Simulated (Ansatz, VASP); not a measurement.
One calculation of AgI, two programs

```
Ag I
1.0
     0.00000    3.28857    3.28857
     3.28857    0.00000    3.28857
     3.28857    3.28857    0.00000
Ag I
1 1
Direct
  0.00000 0.00000 0.00000
  0.25000 0.25000 0.25000
```

Alike in both runs: task single point; functional LDA; k mesh 4 × 4 × 4; no spin polarisation.

```csv
,VASP,Ansatz
version,VASP 6.6.1,Ansatz 0.2.0
potentials or method,"VASP PAW LDA potentials, release 64 (Ag, I)",plane waves
plane-wave cutoff (eV),500,420
occupations,"gaussian, width 0.01 eV",fixed
valence electrons in the cell,18,36
```

|  | VASP | Ansatz | Ansatz less VASP |
| --- | --- | --- | --- |
| gap on the k mesh at the Fermi level (eV) | 1.08 | 1.05 | -0.033 |
| pressure (GPa) | -3.2 | -3.2 | -0.02 |

LDA's correlation is that of Perdew and Zunger in VASP and of Perdew and Wang (1992) in Ansatz. VASP's potentials hold 18 valence electrons a cell and Ansatz's 36, so a difference there can come from the potentials and not from the codes.

Spin-orbit coupling is off throughout.
